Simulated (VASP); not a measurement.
KF:

```
K F
1.0
     0.00000    2.67185    2.67185
     2.67185    0.00000    2.67185
     2.67185    2.67185    0.00000
K F
1 1
Cartesian
  0.0000 0.0000 0.0000
  2.6718 2.6718 2.6718
```

| Property | Result |
| --- | --- |
| Program | VASP 6.6.1 |
| Task | relaxation of cell and atoms |
| Functional | PBE |
| Potentials or basis | VASP PAW PBE potentials, release 64 (K_sv, F) |
| Cutoff | 600 eV |
| k mesh | 8 × 8 × 8 |
| Occupations | gaussian, width 0.02 eV |
| Spin | no spin polarisation |

At the start: pressure 1.4 GPa; volume 19.07 Å³/atom.

How do energy, volume and symmetry change on relaxing?

Over 3 steps the energy falls by 3.5 meV/atom and the volume is 19.92 Å³/atom (+4.4 %); space group Fm-3m (No. 225, to 0.1 Å) before and after.

The path:
```tsv
step	energy change (eV)	largest force (eV/Å)	pressure (GPa)	volume (Å³)
1	0.0000	0.0000	1.38	38.15
2	-0.0056	0.0000	0.59	39.06
3	-0.0070	0.0000	-0.01	39.84
```

Final structure:
```
K F
1.0
     0.00000    2.71083    2.71083
     2.71083    0.00000    2.71083
     2.71083    2.71083    0.00000
K F
1 1
Direct
  0.00000 0.00000 0.00000
  0.50000 0.50000 0.50000
```
